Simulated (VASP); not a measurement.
**CsBr: relaxation of cell and atoms with PBEsol**

CsBr:

```
CELL_PARAMETERS angstrom
4.24018 0.00000 0.00000
0.00000 4.24018 0.00000
0.00000 0.00000 4.24018
ATOMIC_POSITIONS crystal
Cs 0.00000 0.00000 0.00000
Br 0.50000 0.50000 0.50000
```

```
Program                : VASP 6.6.1
Task                   : relaxation of cell and atoms
Functional             : PBEsol
Potentials or basis    : VASP PAW PBE potentials, release 64 (Cs_sv, Br)
Cutoff                 : 500 eV
k mesh                 : 6 × 6 × 6
Occupations            : gaussian, width 0.01 eV
Spin                   : no spin polarisation
Target pressure        : 1 GPa
Dipole correction      : no
Further INCAR settings : ALGO = Normal; EDIFF = 1e-07; IBRION = 2; EDIFFG = -0.002; NSW = 100; ISIF = 3
```

```yaml
Relaxed_volume: 36.28 Å³/atom
Relaxed_cell: a = 4.171 Å, b = 4.171 Å, c = 4.171 Å, α = 90.00°, β = 90.00°, γ = 90.00°
Space_group_after_relaxing_to_0.05_Å: Pm-3m (No. 221)
Energy_change_on_relaxing_the_enthalpy_is_what_falls: +5.9 meV/atom
Ionic_steps: 5
Pressure_after_relaxing: 1.0 GPa
Band_gap_on_the_k_mesh: 4.63 eV, direct
```

The path:
| step | energy change (eV) | largest force (eV/Å) | pressure (GPa) | volume (Å³) |
| --- | --- | --- | --- | --- |
| 1 | 0.0000 | 0.0000 | 0.09 | 76.23 |
| 2 | 0.0053 | 0.0000 | 0.64 | 73.86 |
| 3 | 0.0116 | 0.0000 | 0.99 | 72.60 |
| 4 | 0.0121 | 0.0000 | 1.01 | 72.53 |
| 5 | 0.0119 | 0.0000 | 1.00 | 72.56 |

Final structure:
```cif
data_structure
_symmetry_space_group_name_H-M 'P 1'
_symmetry_Int_Tables_number 1
_cell_length_a 4.1709
_cell_length_b 4.1709
_cell_length_c 4.1709
_cell_angle_alpha 90.000
_cell_angle_beta 90.000
_cell_angle_gamma 90.000
_cell_volume 72.56
loop_
_atom_site_label
_atom_site_type_symbol
_atom_site_fract_x
_atom_site_fract_y
_atom_site_fract_z
_atom_site_occupancy
Cs1 Cs 0.00000 0.00000 0.00000 1
Br1 Br 0.50000 0.50000 0.50000 1
```

Levels at points of the mesh, in eV from the valence-band top:
```tsv
k point	band 5	band 6	band 7	band 8	band 9	band 10	band 11	band 12
(0.00, 0.00, 0.00)	-6.22	0.00	0.00	0.00	4.63	4.66	4.66	9.33
(0.50, 0.00, 0.00)	-6.07	-1.58	-0.30	-0.30	5.80	7.59	8.06	8.13
(0.50, 0.50, 0.00)	-5.98	-0.62	-0.62	-0.04	5.15	5.40	7.20	7.20
(0.50, 0.50, 0.50)	-6.72	-1.45	-1.45	-1.45	8.64	8.64	8.64	9.43
```

Run time: 26 s on 1 thread of AMD EPYC 9R45 96-Core Processor (Zen 5) (shared host), peak memory 0.16 GiB.

Caveat: the cell is relaxed towards a set pressure, so the enthalpy falls and the energy may rise; the PAW data sets were made with another functional, which shifts forces and pressure a little; spin-orbit coupling is left out, which moves the levels of the heavy elements. A k mesh can miss the band edges.
